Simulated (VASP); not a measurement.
# BAs (Pmmm) in VASP: a series of runs, part 2 of 2

VASP 6.6.1. The steps go on from the part before.

## (4) Single point, HSE06

This run uses another cell than the first one, of 12.52 Å³/atom, 1.015 times its volume.

POSCAR reads:

```
BAs
1.0
    3.0830886735      0.0000000000      0.0000000000
    0.0000000000      2.6465827744      0.0000000000
    0.0000000000      0.0000000000      3.0692580625
B As
1 1
Direct
    0.0000000000      0.5000000000      0.0000000000
    0.5000000000      0.5000000000      0.5000000000
```

INCAR.step1 reads:

```
SYSTEM = BAs
ALGO = Normal ; EDIFF = 1E-5
ENCUT = 520 ; GGA = PE
ISIF = 2 ; ISMEAR = -1
LASPH = .TRUE. ; LREAL = .FALSE.
LWAVE = .TRUE. ; NBANDS = 11
NELM = 100 ; PREC = Accurate
SIGMA = 0.05
```

INCAR.step2 reads:

```
SYSTEM = BAs
ALGO = Normal ; EDIFF = 1E-6
ENCUT = 520 ; GGA = PE
HFSCREEN = 0.2079 ; ISIF = 2
ISMEAR = -1 ; ISTART = 1
LASPH = .TRUE. ; LCHARG = .TRUE.
LELF = .TRUE. ; LHFCALC = .TRUE.
LREAL = .FALSE. ; LVHAR = .TRUE.
LWAVE = .FALSE. ; NBANDS = 11
NELM = 100 ; PREC = Accurate
PRECFOCK = Normal ; SIGMA = 0.05
```

KPOINTS reads:

```
k-points
0
G
  6 4 3
  0 0 0
```

Potentials or basis: VASP PAW PBE potentials, release 64 (B, As).

Launch:

```console
> cat potpaw_PBE.64/B/POTCAR potpaw_PBE.64/As/POTCAR > POTCAR
> cp INCAR.step1 INCAR
> mpirun -np 1 vasp_std > vasp.out
> cp INCAR.step2 INCAR
> mpirun -np 1 vasp_std > vasp.out
```

OUTCAR:

```text
SYSTEM = BAs
   EDIFF = 1E-6
   ENCUT = 520
   GGA = PE
   HFSCREEN = 0.2079
   ISIF = 2
   ISMEAR = -1
   ISTART = 1
   LASPH = .TRUE.
   LHFCALC = .TRUE.
   LREAL = .FALSE.
   NELM = 100
   PREC = Accurate
   PRECFOCK = Normal

 ion  position               nearest neighbor table
   1  0.000  0.500  0.000-   2 2.18   2 2.18   2 2.18   2 2.18
   2  0.500  0.500  0.500-   1 2.18   1 2.18   1 2.18   1 2.18

  LATTYP: Found a simple orthorhombic cell.
 ALAT       =     2.6465827744
[... 533 lines left out ...]
------------------------ aborting loop because EDIFF is reached ----------------------------------------

  FORCE on cell =-STRESS in cart. coord.  units (eV):
  Direction    XX          YY          ZZ          XY          YZ          ZX
  --------------------------------------------------------------------------------------
  -------------------------------------------------------------------------------------
  Total       -0.0352443     -0.0795872     -0.0643318      0.0000000     -0.0000000      0.0000000
  in kB       -2.2547287     -5.0915348     -4.1155850      0.0000000     -0.0000000      0.0000000
  external PRESSURE =      -3.8206161 kB  Pullay stress =       0.0000000 kB

 VOLUME and BASIS-vectors are now :
 -----------------------------------------------------------------------------
  energy-cutoff  :      520.00
  volume of cell :       25.04
      direct lattice vectors                 reciprocal lattice vectors
     3.083088673  0.000000000  0.000000000     0.324350061  0.000000000  0.000000000
     0.000000000  2.646582774  0.000000000     0.000000000  0.377845730  0.000000000
     0.000000000  0.000000000  3.069258062     0.000000000  0.000000000  0.325811639

 POSITION                                       TOTAL-FORCE (eV/Angst)
 -----------------------------------------------------------------------------------
      0.00000      1.32329      0.00000         0.000000      0.000000      0.000000
      1.54154      1.32329      1.53463         0.000000      0.000000      0.000000
 -----------------------------------------------------------------------------------
    total drift:                               -0.000001     -0.000013      0.000003

  FREE ENERGIE OF THE ION-ELECTRON SYSTEM (eV)
  ---------------------------------------------------
  free  energy   TOTEN  =       -10.7458109814 eV

  energy  without entropy=      -10.7389543183  energy(sigma->0) =      -10.74238265
```

OUTCAR.step1:

```text
SYSTEM = BAs
   EDIFF = 1E-5
   ENCUT = 520
   GGA = PE
   ISIF = 2
   ISMEAR = -1
   LASPH = .TRUE.
[... 556 lines left out ...]
      0.00000      1.32329      0.00000         0.000000      0.000000      0.000000
      1.54154      1.32329      1.53463         0.000000      0.000000      0.000000
 -----------------------------------------------------------------------------------
    total drift:                                0.000000     -0.000000     -0.000000

  FREE ENERGIE OF THE ION-ELECTRON SYSTEM (eV)
  ---------------------------------------------------
  free  energy   TOTEN  =        -9.2116966167 eV

  energy  without entropy=       -9.2038138034  energy(sigma->0) =       -9.20775521
```

OSZICAR.step1:

```text
N       E                     dE             d eps       ncg     rms          rms(c)
DAV:   1     0.125822317401E+02    0.12582E+02   -0.36191E+03   528   0.625E+02
DAV:   2    -0.892253250175E+01   -0.21505E+02   -0.20873E+02   707   0.102E+02
DAV:   3    -0.947742984609E+01   -0.55490E+00   -0.55416E+00   671   0.151E+01
DAV:   4    -0.947851138394E+01   -0.10815E-02   -0.10815E-02   588   0.731E-01
DAV:   5    -0.947851252211E+01   -0.11382E-05   -0.11378E-05   642   0.250E-02    0.396E+00
DAV:   6    -0.922323271885E+01    0.25528E+00   -0.78115E-01   552   0.356E+00    0.197E+00
DAV:   7    -0.921263296276E+01    0.10600E-01   -0.76407E-02   593   0.145E+00    0.911E-01
DAV:   8    -0.921168473713E+01    0.94823E-03   -0.78181E-03   564   0.498E-01    0.733E-02
DAV:   9    -0.921168213720E+01    0.25999E-05   -0.85100E-04   576   0.144E-01    0.337E-02
DAV:  10    -0.921169699020E+01   -0.14853E-04   -0.61631E-05   569   0.530E-02    0.110E-02
DAV:  11    -0.921169661670E+01    0.37351E-06   -0.38811E-06   309   0.111E-02
   1 F= -.92116966E+01 E0= -.92077552E+01  d E =-.788281E-02
```

It took 4.6 min on 1 thread of Intel Xeon Platinum 8259CL at 2.50GHz (Skylake/Cascade Lake), shared host; peak memory 0.24 GiB.

Results:

```yaml
Free_energy: -10.7458 eV
Pressure: -0.4 GPa
Band_gap_on_the_k_mesh: zero (band 4 reaches 9.72 eV, above the bottom of band 5 at 4.86 eV)
```

Caveat: the k points lie up to 0.68 Å⁻¹ apart; the PAW data sets were made with another functional, which shifts forces and pressure a little.

## (5) Single point, BLYP+D4

This run uses another cell than the first one, of 15.57 Å³/atom, 1.262 times its volume.

INCAR reads:

```
AGGAC    = 1.0          
AGGAX    = 1.0          
ALDAC    = 0.0          
ALDAX    = 1.0          
ALGO     = Normal         # electronic algorithm
EDIFF    = 1E-7           # SCF threshold, eV
ENCUT    = 520            # plane-wave cutoff, eV
GGA      = B5             # functional
ISIF     = 2              # what is computed and relaxed
ISMEAR   = -1             # smearing method
IVDW     = 13             # dispersion correction
LASPH    = T              # aspherical terms in the spheres
LCHARG   = F              # write CHGCAR
LREAL    = F              # projectors in reciprocal space
LWAVE    = F              # write WAVECAR
NBANDS   = 11             # bands
NELM     = 100            # most SCF steps
PREC     = Accurate       # precision mode
SIGMA    = 0.05           # smearing width, eV
VDW_A1   = 0.44488865   
VDW_A2   = 4.0933009    
VDW_S6   = 1.0          
VDW_S8   = 2.34076671
```

KPOINTS reads:

```
k-points
0
Gamma
  12 8 6
```

POSCAR reads:

```
BAs
1.0
    3.5629020477      0.0000000000      0.0000000000
    0.0000000000      2.4688698591      0.0000000000
    0.0000000000      0.0000000000      3.5395716406
B As
1 1
Direct
    0.0000000000      0.5000000000      0.0000000000
    0.5000000000      0.5000000000      0.5000000000
```

Potentials or basis: VASP PAW PBE potentials, release 64 (B, As).

Launch:

```console
> cat potpaw_PBE.64/B/POTCAR potpaw_PBE.64/As/POTCAR > POTCAR
> mpirun -np 1 vasp_std > vasp.out
```

OUTCAR:

```text
EDIFF = 1E-7
   ENCUT = 520
   GGA = B5
   ISIF = 2
   ISMEAR = -1
   IVDW = 13
   LASPH = T
   LREAL = F
   NELM = 100
   PREC = Accurate

 ion  position               nearest neighbor table
   1  0.000  0.500  0.000-   2 2.51   2 2.51   2 2.51   2 2.51
   2  0.500  0.500  0.500-   1 2.51   1 2.51   1 2.51   1 2.51

  LATTYP: Found a simple orthorhombic cell.
 ALAT       =     2.4688698591
 B/A-ratio  =     1.4336809320
 C/A-ratio  =     1.4431307647

  Lattice vectors:

 A1 = (   0.0000000000,   2.4688698591,   0.0000000000)
 A2 = (   0.0000000000,   0.0000000000,   3.5395716406)
 A3 = (   3.5629020477,   0.0000000000,   0.0000000000)

Analysis of symmetry for initial positions (statically):
=====================================================================
 Subroutine PRICEL returns:
 Original cell was already a primitive cell.

 Routine SETGRP: Setting up the symmetry group for a
 simple orthorhombic supercell.

 Subroutine GETGRP returns: Found  8 space group operations
 (whereof  8 operations were pure point group operations)
 out of a pool of  8 trial point group operations.

The static configuration has the point symmetry D_2h.

Analysis of symmetry for dynamics (positions and initial velocities):
=====================================================================
 Subroutine PRICEL returns:
 Original cell was already a primitive cell.

 Routine SETGRP: Setting up the symmetry group for a
 simple orthorhombic supercell.

 Subroutine GETGRP returns: Found  8 space group operations
 (whereof  8 operations were pure point group operations)
 out of a pool of  8 trial point group operations.

The dynamic configuration has the point symmetry D_2h.

 Subroutine INISYM returns: Found  8 space group operations
 (whereof  8 operations are pure point group operations),
 and found     1 'primitive' translations

[... 120 lines left out ...]
   LHFCALC =     F    Hartree Fock is set to
   AEXX    =    0.0000 exact exchange contribution
   IVDW    =    13    specifies the selected vdW correction
   LEPSILON=     F    determine dielectric tensor
   LRPA    =     F    only Hartree local field effects (RPA)
 non-spin polarized calculation
  energy-cutoff  :      520.00
  volume of cell :       31.14
 maximum number of plane-waves:       853
 NGX is ok and might be reduce to    28
   NGX = 13   NGY =  9   NGZ = 13

 number of electron       8.0000001 magnetization

 Free energy of the ion-electron system (eV)
  ---------------------------------------------------
  ext. energy  EPLUGINS =         0.00000000
  ---------------------------------------------------
  free energy    TOTEN  =        -7.30449158 eV

  energy without entropy =       -7.29543669  energy(sigma->0) =       -7.29996414

 E-fermi :   5.1946     XC(G=0):  -9.6909

 val. band max:        5.1878373303   @ k =   0.0000   0.1250   0.3333
 cond. band min:       5.1983473285   @ k =   0.0000   0.3750   0.3333
 fundamental gap:      0.0105099982
 Fermi energy:         5.1946417160

 k-point     1 :       0.0000    0.0000    0.0000
  band No.  band energies     occupation
      1      -9.0791      2.00000
      2       0.9323      2.00000
      3       2.1688      2.00000
      4       2.2699      2.00000
      5       9.9287      0.00000
      6      10.8986      0.00000
      7      10.9405      0.00000
      8      11.5315      0.00000
      9      15.7424      0.00000
     10      17.3223      0.00000
     11      17.3265      0.00000
[... 309 lines left out ...]
 k-point    24 :       0.1667    0.3750    0.0000
  band No.  band energies     occupation
      1      -5.7164      2.00000
      2       1.0509      2.00000
      3       1.8823      2.00000
      4       4.9181      1.99211
      5       5.3919      0.03796
      6       7.9028      0.00000
      7      11.4965      0.00000
      8      12.1085      0.00000
      9      14.0185      0.00000
     10      15.2741      0.00000
     11      15.6181      0.00000

 [... further k-points ...]

------------------------ aborting loop because EDIFF is reached ----------------------------------------

  DFT-D4 for vdW energy calculation

  Edisp (eV):   -1.43251

  FORCE on cell =-STRESS in cart. coord.  units (eV):
  Direction    XX          YY          ZZ          XY          YZ          ZX
  --------------------------------------------------------------------------------------
  -------------------------------------------------------------------------------------
  Total       0.03188     0.10029     0.03139     0.00000     0.00000     0.00000
  in kB       1.64050     5.16095     1.61547     0.00000     0.00000     0.00000
  external pressure =        2.81 kB  Pullay stress =        0.00 kB

 VOLUME and BASIS-vectors are now :
 -----------------------------------------------------------------------------
  energy-cutoff  :      520.00
  volume of cell :       31.14
      direct lattice vectors                 reciprocal lattice vectors
     3.562902048  0.000000000  0.000000000     0.280670079  0.000000000  0.000000000
     0.000000000  2.468869859  0.000000000     0.000000000  0.405043626  0.000000000
     0.000000000  0.000000000  3.539571641     0.000000000  0.000000000  0.282520062

 POSITION                                       TOTAL-FORCE (eV/Angst)
 -----------------------------------------------------------------------------------
      0.00000      1.23443      0.00000         0.000000      0.000000      0.000000
      1.78145      1.23443      1.76979         0.000000      0.000000      0.000000
 -----------------------------------------------------------------------------------
    total drift:                                0.000000      0.000000      0.000000

  FREE ENERGIE OF THE ION-ELECTRON SYSTEM (eV)
  ---------------------------------------------------
  free  energy   TOTEN  =        -8.7370023860 eV

  energy  without entropy=       -8.7279474967  energy(sigma->0) =       -8.73247494
```

OSZICAR:

```text
N       E                     dE             d eps       ncg     rms          rms(c)
DAV:   1     0.139513729020E+02    0.13951E+02   -0.35299E+03  3088   0.614E+02
DAV:   2    -0.665222877536E+01   -0.20604E+02   -0.19898E+02  4366   0.938E+01
DAV:   3    -0.737558090720E+01   -0.72335E+00   -0.71909E+00  3764   0.162E+01
DAV:   4    -0.737818367301E+01   -0.26028E-02   -0.26025E-02  3440   0.107E+00
DAV:   5    -0.737818770704E+01   -0.40340E-05   -0.40336E-05  3673   0.468E-02    0.256E+00
DAV:   6    -0.729074703393E+01    0.87441E-01   -0.52684E-01  3296   0.250E+00    0.135E+00
DAV:   7    -0.729911563892E+01   -0.83686E-02   -0.22045E-02  3574   0.956E-01    0.764E-01
DAV:   8    -0.730445739439E+01   -0.53418E-02   -0.66335E-03  3314   0.558E-01    0.710E-02
DAV:   9    -0.730446181484E+01   -0.44204E-05   -0.47228E-04  3647   0.906E-02    0.382E-02
DAV:  10    -0.730449122040E+01   -0.29406E-04   -0.72969E-05  3383   0.607E-02    0.306E-03
DAV:  11    -0.730449149353E+01   -0.27313E-06   -0.14766E-06  3665   0.922E-03    0.174E-03
DAV:  12    -0.730449158119E+01   -0.87663E-07   -0.24945E-07  3380   0.324E-03
   1 F= -.87370024E+01 E0= -.87324749E+01  d E =-.905489E-02
```

stdout:

```text
POSCAR found type information on POSCAR B As
 POSCAR found :  2 types and       2 ions
 scaLAPACK will be used
 -----------------------------------------------------------------------------
|                                                                             |
|                                                                             |
|     You enforced a specific xc type in the INCAR file but a different       |
|     I HOPE YOU KNOW WHAT YOU ARE DOING!                                     |
|                                                                             |
 -----------------------------------------------------------------------------

 LDA part: xc-table for (Slater(with rela. corr.)+VWN5), standard interpolation
 POSCAR, INCAR and KPOINTS ok, starting setup
 FFT: planning ... GRIDC
 FFT: planning ... GRID_SOFT
 FFT: planning ... GRID
 WAVECAR not read
 entering main loop
```

It took 31 s on 1 thread of Intel Xeon Platinum 8488C (Sapphire Rapids), shared host; peak memory 0.17 GiB.

What came out:

```yaml
Free_energy: -8.7370 eV
Pressure: 0.3 GPa
Band_gap_on_the_k_mesh: zero (band 4 reaches 6.24 eV, above the bottom of band 5 at 2.85 eV)
Dispersion_energy_per_atom: -0.716 eV
```

Stress tensor (GPa, compression positive):
```
0.16 0.00 0.00
0.00 0.52 0.00
0.00 0.00 0.16
```

Levels at points of the mesh, in eV from the Fermi level:
```
           k point  band 1  band 2  band 3  band 4  band 5  band 6  band 7  band 8
(0.00, 0.00, 0.00)  -14.27   -4.26   -3.03   -2.92    4.73    5.70    5.75    6.34
(0.50, 0.00, 0.00)  -13.14   -8.86   -0.65    0.48    1.01    1.68    7.40    9.14
(0.00, 0.50, 0.00)   -9.68   -6.52   -0.05    0.03    0.04    0.63    8.08    8.12
(0.50, 0.50, 0.00)   -8.44   -5.35   -4.89   -2.21    2.76    2.79    4.32    5.71
(0.00, 0.00, 0.50)  -13.11   -8.84   -0.71    0.41    0.94    1.57    7.41    9.16
(0.50, 0.00, 0.50)  -12.21   -6.49   -6.02   -5.99    7.63    7.66    7.69    9.62
(0.00, 0.50, 0.50)   -8.40   -5.33   -4.87   -2.19    2.70    2.74    4.25    5.60
(0.50, 0.50, 0.50)   -7.24   -4.78   -2.70   -2.67   -2.34   -1.35    4.69    4.73
```

Caveat: the PAW data sets were made with another functional, which shifts forces and pressure a little; pairwise dispersion overbinds metals, which lowers pressure and volume.

## (6) The runs side by side

| level | potentials or basis | cell | k mesh | cutoff (eV) | second run | grid for exact exchange (PRECFOCK) | screening parameter | gap on the mesh (eV) | pressure (GPa) |
| --- | --- | --- | --- | --- | --- | --- | --- | --- | --- |
| PBEsol+D4 | VASP PAW PBE potentials, release 64 (B, As) | a = 3.107, b = 2.544, c = 3.121 Å, 2 atoms | 12 × 8 × 6 | 520 | - | - | - | none | 0.8 |
| PBE+D3(BJ) | VASP PAW PBE potentials, release 64 (B, As_d) | a = 3.118, b = 2.566, c = 3.131 Å, 2 atoms | 12 × 8 × 6 | 600 | valence_matched | - | - | none | 0.0 |
| HSE06 | VASP PAW PBE potentials, release 64 (B, As) | a = 3.083, b = 2.647, c = 3.069 Å, 2 atoms | 6 × 4 × 3 | 520 | - | Normal | 0.2079 1/Å | none | -0.4 |
| BLYP+D4 | VASP PAW PBE potentials, release 64 (B, As) | a = 3.563, b = 2.469, c = 3.540 Å, 2 atoms | 12 × 8 × 6 | 520 | - | - | - | none | 0.3 |

Alike in all rows: task single point; no spin polarisation; smearing fermi-dirac 0.05 eV.

Caveats: some runs use coarse meshes; the PAW data sets were made with another functional, which shifts forces and pressure a little (some runs); pairwise dispersion overbinds metals, which lowers pressure and volume (some runs).

Total energies depend on the potentials used, so only differences within one code and one set of settings carry meaning.
